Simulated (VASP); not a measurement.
# BaO (Fm-3m) in VASP: single point with PBE

Aim: the single point of BaO with PBE.

Everything below comes from runs of VASP 6.6.1. Logs are shortened: lines on timing, memory, paths and dates and some standing lists are left out, and cuts for length are marked.

### Step 1. The cell of the first run

The structure is cubic, space group Fm-3m (No. 225). Conventional cell: a = 5.500 Å, b = 5.500 Å, c = 5.500 Å, α = 90.00°, β = 90.00°, γ = 90.00°. Within 3.6 Å of Ba (site symmetry m-3m) lie 6 O at 2.75 Å. Within 3.6 Å of O (site symmetry m-3m) lie 6 Ba at 2.75 Å.

### Step 2. Single point, PBE

Input file INCAR:

```
ALGO = Normal ; EDIFF = 1E-6
ENCUT = 1340 ; GGA = PE
GGA_COMPAT = False ; ISIF = 2
ISMEAR = 0 ; LASPH = True
LCHARG = False ; LREAL = False
LWAVE = False ; NBANDS = 15
NELM = 120 ; PREC = Accurate
SIGMA = 0.02
```

Input file KPOINTS:

```
k-points
0
Gamma
  7 7 7
```

Input file POSCAR:

```
BaO
1.0
    0.0000000000      2.7500000000      2.7500000000
    2.7500000000      0.0000000000      2.7500000000
    2.7500000000      2.7500000000      0.0000000000
Ba O
1 1
Direct
    0.0000000000      0.0000000000      0.0000000000
    0.5000000000      0.5000000000      0.5000000000
```

Potentials or basis: VASP PAW PBE potentials, release 64 (Ba_sv, O_h).

On the command line:

```console
$ cat potpaw_PBE.64/Ba_sv/POTCAR potpaw_PBE.64/O_h/POTCAR > POTCAR
$ mpirun -np 1 vasp_std > vasp.out
```

OUTCAR:

```text
EDIFF = 1E-6
   ENCUT = 1340
   GGA = PE
   ISIF = 2
   ISMEAR = 0
   LASPH = True
   LREAL = False
   NELM = 120
   PREC = Accurate

 ion  position               nearest neighbor table
   1  0.000  0.000  0.000-   2 2.75   2 2.75   2 2.75   2 2.75   2 2.75   2 2.75
   2  0.500  0.500  0.500-   1 2.75   1 2.75   1 2.75   1 2.75   1 2.75   1 2.75

  LATTYP: Found a face centered cubic cell.
 ALAT       =     5.5000000000

  Lattice vectors:

 A1 = (   0.0000000000,   2.7500000000,   2.7500000000)
 A2 = (   2.7500000000,   0.0000000000,   2.7500000000)
 A3 = (   2.7500000000,   2.7500000000,   0.0000000000)

Analysis of symmetry for initial positions (statically):
=====================================================================
 Subroutine PRICEL returns:
 Original cell was already a primitive cell.

 Routine SETGRP: Setting up the symmetry group for a
 face centered cubic supercell.

 Subroutine GETGRP returns: Found 48 space group operations
 (whereof 48 operations were pure point group operations)
 out of a pool of 48 trial point group operations.

The static configuration has the point symmetry O_h .

Analysis of symmetry for dynamics (positions and initial velocities):
=====================================================================
 Subroutine PRICEL returns:
 Original cell was already a primitive cell.

 Routine SETGRP: Setting up the symmetry group for a
 face centered cubic supercell.

 Subroutine GETGRP returns: Found 48 space group operations
 (whereof 48 operations were pure point group operations)
 out of a pool of 48 trial point group operations.

The dynamic configuration has the point symmetry O_h .

 Subroutine INISYM returns: Found 48 space group operations
 (whereof 48 operations are pure point group operations),
 and found     1 'primitive' translations

----------------------------------------------------------------------------------------

                                     Primitive cell

  volume of cell :      41.5938

  direct lattice vectors                    reciprocal lattice vectors
     0.000000000  2.750000000  2.750000000    -0.181818182  0.181818182  0.181818182
     2.750000000  0.000000000  2.750000000     0.181818182 -0.181818182  0.181818182
     2.750000000  2.750000000  0.000000000     0.181818182  0.181818182 -0.181818182

  length of vectors
     3.889087297  3.889087297  3.889087297     0.314918329  0.314918329  0.314918329

  position of ions in fractional coordinates (direct lattice)
     0.000000000  0.000000000  0.000000000
     0.500000000  0.500000000  0.500000000
[... 82 lines left out ...]
   PSTRESS=    0.0 pullay stress
   NELECT =      16.0000    total number of electrons
   NUPDOWN=      -1.0000    fix difference up-down
   EMIN   =  10.00;   EMAX   =-10.00  energy-range for DOS
   EFERMI =   0.00;   METHOD = LEGACY
   ISMEAR =     0;   SIGMA  =   0.02  broadening in eV -4-tet -1-fermi 0-gaus
   EFERMI_NEDOS =   21; number of points for ismear=-14 and -15
   IALGO  =     38    algorithm
   IMIX   =      4    mixing-type and parameters
     AMIX     =   0.40;   BMIX     =  1.00
     AMIX_MAG =   1.60;   BMIX_MAG =  1.00
  volume/ion in A,a.u.               =      20.80       140.34
  Fermi-wavevector in a.u.,A,eV,Ry     =   1.190617  2.249940 19.287200  1.417569
  Thomas-Fermi vector in A             =   2.326698
   LORBIT       =      0    0 simple, 1 ext, 2 COOP (PROOUT), +10 PAW based schemes
   GGA     = PE    functional components
   LHFCALC =     F    Hartree Fock is set to
   AEXX    =    0.0000 exact exchange contribution
   IVDW    =     0    specifies the selected vdW correction
   LEPSILON=     F    determine dielectric tensor
   LRPA    =     F    only Hartree local field effects (RPA)
 non-spin polarized calculation
 Gauss-broadening in eV      SIGMA  =   0.02
  energy-cutoff  :     1340.00
  volume of cell :       41.59
 maximum number of plane-waves:      4651
   NGX = 23   NGY = 23   NGZ = 23

 number of electron      16.0000000 magnetization

 Free energy of the ion-electron system (eV)
  ---------------------------------------------------
  ext. energy  EPLUGINS =         0.00000000
  ---------------------------------------------------
  free energy    TOTEN  =       -11.77777111 eV

  energy without entropy =      -11.77777111  energy(sigma->0) =      -11.77777111

 E-fermi :   2.2440     XC(G=0):  -9.7194

 val. band max:        2.1595273851   @ k =  -0.4286   0.4286   0.0000
 cond. band min:       4.2018571435   @ k =   0.4286   0.4286   0.0000
 fundamental gap:      2.0423297584
 Fermi energy:         2.2439519540

 k-point     1 :       0.0000    0.0000    0.0000
  band No.  band energies     occupation
      1     -23.7041      2.00000
      2     -12.8670      2.00000
      3      -8.1754      2.00000
      4      -8.1754      2.00000
      5      -8.1754      2.00000
      6       1.8140      2.00000
      7       1.8140      2.00000
      8       1.8140      2.00000
      9       5.8523      0.00000
     10       6.8811      0.00000
     11       6.8811      0.00000
     12       6.8811      0.00000
     13       9.2012      0.00000
     14       9.2012      0.00000
[... 329 lines left out ...]
      2     -13.3045      2.00000
      3      -9.3672      2.00000
      4      -9.0632      2.00000
      5      -8.2916      2.00000
      6       0.8198      2.00000
      7       1.7190      2.00000
      8       2.0033      2.00000
      9       6.3755      0.00000
     10       7.5179      0.00000
     11       9.3150      0.00000
     12      11.4841      0.00000
     13      12.0680      0.00000
     14      14.0389      0.00000
     15      15.8312      0.00000

------------------------ aborting loop because EDIFF is reached ----------------------------------------

  FORCE on cell =-STRESS in cart. coord.  units (eV):
  Direction    XX          YY          ZZ          XY          YZ          ZX
  --------------------------------------------------------------------------------------
  -------------------------------------------------------------------------------------
  Total        1.2461952      1.2461952      1.2461952     -0.0000000      0.0000000     -0.0000000
  in kB       48.0030213     48.0030213     48.0030213     -0.0000000      0.0000000     -0.0000000
  external PRESSURE =      48.0030213 kB  Pullay stress =       0.0000000 kB

 VOLUME and BASIS-vectors are now :
 -----------------------------------------------------------------------------
  energy-cutoff  :     1340.00
  volume of cell :       41.59
      direct lattice vectors                 reciprocal lattice vectors
     0.000000000  2.750000000  2.750000000    -0.181818182  0.181818182  0.181818182
     2.750000000  0.000000000  2.750000000     0.181818182 -0.181818182  0.181818182
     2.750000000  2.750000000  0.000000000     0.181818182  0.181818182 -0.181818182

 POSITION                                       TOTAL-FORCE (eV/Angst)
 -----------------------------------------------------------------------------------
      0.00000      0.00000      0.00000        -0.000000     -0.000000     -0.000000
      2.75000      2.75000      2.75000         0.000000      0.000000      0.000000
 -----------------------------------------------------------------------------------
    total drift:                               -0.000000     -0.000000     -0.000000

  FREE ENERGIE OF THE ION-ELECTRON SYSTEM (eV)
  ---------------------------------------------------
  free  energy   TOTEN  =       -11.7777711067 eV

  energy  without entropy=      -11.7777711066  energy(sigma->0) =      -11.77777111
```

It took 69 s on 1 thread of AMD EPYC 7R43 (Zen 3), shared host; peak memory 0.28 GiB.

Results:

```yaml
Free_energy: -11.7778 eV
Pressure: 4.8 GPa
Band_gap_on_the_k_mesh: 2.04 eV (least direct gap 2.20 eV)
```

Levels at points of the mesh, in eV from the valence-band top:
```tsv
k point	band 4	band 5	band 6	band 7	band 8	band 9	band 10	band 11	band 12	band 13
(0.00, 0.00, 0.00)	-10.33	-10.33	-0.35	-0.35	-0.35	3.69	4.72	4.72	4.72	7.04
```

Caveat: the cell stands under pressure; spin-orbit coupling is left out, which moves the levels of the heavy elements; an odd mesh through Γ misses points on the zone boundary, where band edges can lie.
